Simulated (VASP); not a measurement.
# TaN (I4mm) in VASP: a series of runs, part 2 of 2

VASP 6.6.1. Earlier steps stand in the parts before.

## 3. Single point, PBEsol (all Ta atoms moved +0.075 Å, as atom 1 along Cartesian [0 0 1])

Contents of INCAR:

```
SYSTEM = TaN
  PREC = Accurate
  ENCUT = 700
  EDIFF = 1E-6
  ISMEAR = 0
  SIGMA = 0.15
  LREAL = .False.
  LASPH = .True.
  NELM = 120
  ALGO = Normal
  ISIF = 2
  LWAVE = .False.
  LCHARG = .False.
  GGA = PS
  NBANDS = 16
  GGA_COMPAT = .False.
```

Contents of KPOINTS:

```
regular mesh
0
Gamma
  18 18 18
  0 0 0
```

Contents of POSCAR:

```
TaN
1.0
    0.0000000000      2.1790000000      2.1790000000
    2.1790000000      0.0000000000      2.1790000000
    2.1790000000      2.1790000000      0.0000000000
Ta N
1 1
Direct
    0.5172097292      0.5172097292      0.4827902708
    0.0000000000      0.0000000000      0.0000000000
```

Potentials or basis: VASP PAW PBE potentials, release 64 (Ta_sv_GW, N).

The run is started by

```console
cat potpaw_PBE.64/Ta_sv_GW/POTCAR potpaw_PBE.64/N/POTCAR > POTCAR
mpirun -np 1 vasp_std > vasp.out
```

OUTCAR:

```text
SYSTEM = TaN
   PREC = Accurate
   ENCUT = 700
   EDIFF = 1E-6
   ISMEAR = 0
   LREAL = .False.
   LASPH = .True.
   NELM = 120
   ISIF = 2
   GGA = PS

 ion  position               nearest neighbor table
   1  0.517  0.517  0.483-   2 2.10   2 2.18   2 2.18   2 2.18   2 2.18   2 2.25
   2  0.000  0.000  0.000-   1 2.10   1 2.18   1 2.18   1 2.18   1 2.18   1 2.25

  LATTYP: Found a face centered cubic cell.
 ALAT       =     4.3580000000

  Lattice vectors:

 A1 = (   0.0000000000,   2.1790000000,   2.1790000000)
 A2 = (   2.1790000000,   0.0000000000,   2.1790000000)
 A3 = (   2.1790000000,   2.1790000000,   0.0000000000)

Analysis of symmetry for initial positions (statically):
=====================================================================
 Subroutine PRICEL returns:
 Original cell was already a primitive cell.

 Routine SETGRP: Setting up the symmetry group for a
 face centered cubic supercell.

 Subroutine GETGRP returns: Found  8 space group operations
 (whereof  8 operations were pure point group operations)
 out of a pool of 48 trial point group operations.

The static configuration has the point symmetry C_4v.

Analysis of symmetry for dynamics (positions and initial velocities):
=====================================================================
 Subroutine PRICEL returns:
 Original cell was already a primitive cell.

 Routine SETGRP: Setting up the symmetry group for a
 face centered cubic supercell.

 Subroutine GETGRP returns: Found  8 space group operations
 (whereof  8 operations were pure point group operations)
 out of a pool of 48 trial point group operations.

The dynamic configuration has the point symmetry C_4v.

 Subroutine INISYM returns: Found  8 space group operations
 (whereof  8 operations are pure point group operations),
 and found     1 'primitive' translations

----------------------------------------------------------------------------------------

                                     Primitive cell

  volume of cell :      20.6920

[... 109 lines left out ...]
  volume/ion in A,a.u.               =      10.35        69.82
  Fermi-wavevector in a.u.,A,eV,Ry     =   1.562782  2.953230 33.229345  2.442288
  Thomas-Fermi vector in A             =   2.665650
   LORBIT       =      0    0 simple, 1 ext, 2 COOP (PROOUT), +10 PAW based schemes
   GGA     = PS    functional components
   LHFCALC =     F    Hartree Fock is set to
   AEXX    =    0.0000 exact exchange contribution
   IVDW    =     0    specifies the selected vdW correction
   LEPSILON=     F    determine dielectric tensor
   LRPA    =     F    only Hartree local field effects (RPA)
 non-spin polarized calculation
 Gauss-broadening in eV      SIGMA  =   0.15
  energy-cutoff  :      700.00
  volume of cell :       20.69
 maximum number of plane-waves:       893
   NGX = 13   NGY = 13   NGZ = 13

 number of electron      17.9999999 magnetization

 Free energy of the ion-electron system (eV)
  ---------------------------------------------------
  ext. energy  EPLUGINS =         0.00000000
  ---------------------------------------------------
  free energy    TOTEN  =       -25.73840771 eV

  energy without entropy =      -25.72924013  energy(sigma->0) =      -25.73382392

 E-fermi :  14.0583     XC(G=0): -14.1161

 val. band max:       14.0494407389   @ k =   0.0000  -0.2778   0.1111
 cond. band min:      14.0687208215   @ k =   0.2222   0.1111   0.0000
 fundamental gap:      0.0192800826
 Fermi energy:        14.0582731830

 k-point     1 :       0.0000    0.0000    0.0000
  band No.  band energies     occupation
      1     -55.3783      2.00000
      2     -21.5590      2.00000
      3     -21.5533      2.00000
      4     -21.5533      2.00000
      5      -4.9456      2.00000
      6      10.0236      2.00000
[... 433 lines left out ...]
      3     -21.6507      2.00000
      4     -21.6379      2.00000
      5      -2.4080      2.00000
      6       4.3949      2.00000
[... 8 lines left out ...]
     15      25.9978      0.00000
     16      27.9600      0.00000

 [... further k-points ...]

------------------------ aborting loop because EDIFF is reached ----------------------------------------

  FORCE on cell =-STRESS in cart. coord.  units (eV):
  Direction    XX          YY          ZZ          XY          YZ          ZX
  --------------------------------------------------------------------------------------
  -------------------------------------------------------------------------------------
  Total        0.5810610      0.5810610      0.9770268      0.0000000     -0.0000000     -0.0000000
  in kB       44.9915190     44.9915190     75.6511192      0.0000000     -0.0000000     -0.0000000
  external PRESSURE =      55.2113857 kB  Pullay stress =       0.0000000 kB

 VOLUME and BASIS-vectors are now :
 -----------------------------------------------------------------------------
  energy-cutoff  :      700.00
  volume of cell :       20.69
      direct lattice vectors                 reciprocal lattice vectors
     0.000000000  2.179000000  2.179000000    -0.229463056  0.229463056  0.229463056
     2.179000000  0.000000000  2.179000000     0.229463056 -0.229463056  0.229463056
     2.179000000  2.179000000  0.000000000     0.229463056  0.229463056 -0.229463056

 POSITION                                       TOTAL-FORCE (eV/Angst)
 -----------------------------------------------------------------------------------
      2.17900      2.17900      2.25400         0.000000      0.000000     -0.688801
      0.00000      0.00000      0.00000         0.000000      0.000000      0.688801
 -----------------------------------------------------------------------------------
    total drift:                               -0.000000     -0.000000     -0.000033

  FREE ENERGIE OF THE ION-ELECTRON SYSTEM (eV)
  ---------------------------------------------------
  free  energy   TOTEN  =       -25.7384077136 eV

  energy  without entropy=      -25.7292401262  energy(sigma->0) =      -25.73382392
```

Run time: 1.8 min. Hardware: 1 thread of Intel Xeon 6975P-C (Granite Rapids), shared host; peak memory 0.39 GiB.

What came out:

| Item | Value |
| --- | --- |
| Free energy | -25.7384 eV |
| Pressure | 5.5 GPa |
| Largest force | 0.689 eV/Å |
| Band gap on the k mesh | zero (bands 9 and 10 overlap by 3.98 eV) |

Forces on the atoms (eV/Å):
```
Ta   0.000  0.000 -0.689
N    0.000  0.000  0.689
```

Stress tensor (GPa, compression positive):
```
4.50 0.00 0.00
0.00 4.50 0.00
0.00 0.00 7.57
```

Levels at points of the mesh, in eV from the Fermi level:
| k point | band 6 | band 7 | band 8 | band 9 | band 10 | band 11 | band 12 | band 13 |
| --- | --- | --- | --- | --- | --- | --- | --- | --- |
| (0.00, 0.00, 0.00) | -4.03 | -4.03 | -4.00 | -2.18 | -2.00 | -2.00 | 0.06 | 0.24 |
| (0.50, 0.00, 0.00) | -10.60 | -7.77 | -7.76 | 1.98 | 2.02 | 2.09 | 3.84 | 7.74 |
| (0.50, 0.50, 0.00) | -6.65 | -5.67 | -4.67 | -4.67 | 2.21 | 3.74 | 3.74 | 4.79 |
| (0.00, 0.50, 0.50) | -6.67 | -5.95 | -4.69 | -4.36 | 2.25 | 3.74 | 3.75 | 4.83 |

Caveat: the cell differs from its parent crystal (all Ta atoms moved +0.075 Å, as atom 1 along Cartesian [0 0 1]); the cell stands under pressure; the PAW data sets were made with another functional, which shifts forces and pressure a little; spin-orbit coupling is left out, which moves the levels of the heavy elements.

## 4. Single point, PBEsol (all Ta atoms moved +0.062 Å, as atom 1 along Cartesian [0 0 1])

Contents of INCAR:

```
ALGO = Normal
EDIFF = 1E-6
ENCUT = 700
GGA = PS
GGA_COMPAT = False
ISIF = 2
ISMEAR = 0
LASPH = True
LCHARG = False
LREAL = False
LWAVE = False
NBANDS = 16
NELM = 120
PREC = Accurate
SIGMA = 0.15
```

Contents of KPOINTS:

```
k-points
0
Gamma
  18 18 18
```

POSCAR, as its differences from that of step 3:

```diff
@@ -8,3 +8,3 @@
 Direct
-    0.5172097292      0.5172097292      0.4827902708
+    0.5143414410      0.5143414410      0.4856585590
     0.0000000000      0.0000000000      0.0000000000
```

The run is started by

```console
cat potpaw_PBE.64/Ta_sv_GW/POTCAR potpaw_PBE.64/N/POTCAR > POTCAR
mpirun -np 1 vasp_std > vasp.out
```

Wall time 1.9 min (1 thread of Intel Xeon 6975P-C (Granite Rapids), shared host); peak memory 0.39 GiB.

The run converged. Its results:

| Item | Value |
| --- | --- |
| Free energy | -25.7462 eV |
| Pressure | 5.2 GPa |
| Largest force | 0.565 eV/Å |
| Band gap on the k mesh | zero (bands 9 and 10 overlap by 4.04 eV) |

Forces in eV/Å, atoms in the order of the input:
```
Ta   0.000  0.000 -0.565
N    0.000  0.000  0.565
```

Stress tensor (GPa, compression positive):
```
4.49 0.00 0.00
0.00 4.49 0.00
0.00 0.00 6.63
```

Levels at points of the mesh, in eV from the Fermi level:
| k point | band 7 | band 8 | band 9 | band 10 | band 11 | band 12 |
| --- | --- | --- | --- | --- | --- | --- |
| (0.00, 0.00, 0.00) | -3.99 | -3.96 | -2.19 | -2.06 | -2.06 | 0.05 |
| (0.50, 0.00, 0.00) | -7.78 | -7.77 | 1.98 | 2.02 | 2.09 | 3.84 |
| (0.50, 0.50, 0.00) | -5.67 | -4.67 | -4.67 | 2.20 | 3.74 | 3.74 |
| (0.00, 0.50, 0.50) | -5.88 | -4.68 | -4.44 | 2.23 | 3.74 | 3.74 |

Caveat: the cell differs from its parent crystal (all Ta atoms moved +0.062 Å, as atom 1 along Cartesian [0 0 1]); the cell stands under pressure; the PAW data sets were made with another functional, which shifts forces and pressure a little; spin-orbit coupling is left out, which moves the levels of the heavy elements.

## 5. Single point, PBEsol (all Ta atoms moved +0.037 Å, as atom 1 along Cartesian [0 0 1])

Contents of INCAR:

```
PREC = Accurate
ENCUT = 700
EDIFF = 1E-6
ISMEAR = 0
SIGMA = 0.15
LREAL = False
LASPH = True
NELM = 120
ALGO = Normal
ISIF = 2
LWAVE = False
LCHARG = False
GGA = PS
NBANDS = 16
GGA_COMPAT = False
```

Contents of KPOINTS:

```
regular mesh
0
Gamma
  18 18 18
```

POSCAR, as its differences from that of step 4:

```diff
@@ -8,3 +8,3 @@
 Direct
-    0.5143414410      0.5143414410      0.4856585590
+    0.5086048646      0.5086048646      0.4913951354
     0.0000000000      0.0000000000      0.0000000000
```

The run is started by

```console
cat potpaw_PBE.64/Ta_sv_GW/POTCAR potpaw_PBE.64/N/POTCAR > POTCAR
mpirun -np 1 vasp_std > vasp.out
```

It took 2.2 min on 1 thread of Intel Xeon Platinum 8488C (Sapphire Rapids), shared host; peak memory 0.39 GiB.

The run converged. Its results:

| Property | Result |
| --- | --- |
| Free energy | -25.7574 eV |
| Pressure | 4.7 GPa |
| Largest force | 0.331 eV/Å |
| Band gap on the k mesh | zero (bands 9 and 10 overlap by 4.14 eV) |

Forces on the atoms (eV/Å):
```
Ta   0.000  0.000 -0.331
N    0.000  0.000  0.331
```

Stress tensor (GPa, compression positive):
```
4.49 0.00 0.00
0.00 4.49 0.00
0.00 0.00 5.26
```

Levels at points of the mesh, in eV from the Fermi level:
```csv
k point,band 6,band 7,band 8,band 9,band 10,band 11,band 12,band 13
"(0.00, 0.00, 0.00)",-3.92,-3.92,-3.91,-2.20,-2.15,-2.15,0.04,0.09
"(0.50, 0.00, 0.00)",-10.62,-7.79,-7.78,1.99,2.00,2.09,3.85,7.82
"(0.50, 0.50, 0.00)",-6.68,-5.68,-4.68,-4.68,2.19,3.73,3.73,4.84
"(0.00, 0.50, 0.50)",-6.68,-5.77,-4.68,-4.58,2.20,3.73,3.73,4.85
```

Caveat: the cell differs from its parent crystal (all Ta atoms moved +0.037 Å, as atom 1 along Cartesian [0 0 1]); the cell stands under pressure; the PAW data sets were made with another functional, which shifts forces and pressure a little; spin-orbit coupling is left out, which moves the levels of the heavy elements.

## 6. Overview

| cell | gap on the mesh (eV) | pressure (GPa) | largest force (eV/Å) |
| --- | --- | --- | --- |
| as given, atomic positions A | none | 6.3 | 0.95 |
| as given, atomic positions B | none | 5.5 | 0.69 |
| as given, atomic positions C | none | 5.2 | 0.57 |
| as given, atomic positions D | none | 4.7 | 0.33 |

Alike in all rows: task single point; level PBEsol; potentials or basis VASP PAW PBE potentials, release 64 (Ta_sv_GW, N); no spin polarisation; k mesh 18 × 18 × 18; cutoff (eV) 700; smearing gaussian 0.15 eV.

Caveats: the PAW data sets were made with another functional, which shifts forces and pressure a little; spin-orbit coupling is left out, which moves the levels of the heavy elements; the cell stands under pressure (at least some runs); the stress differs along the axes, from 5 to 10 GPa (at least some runs).

Absolute energies hang on the potentials; compare differences alone.
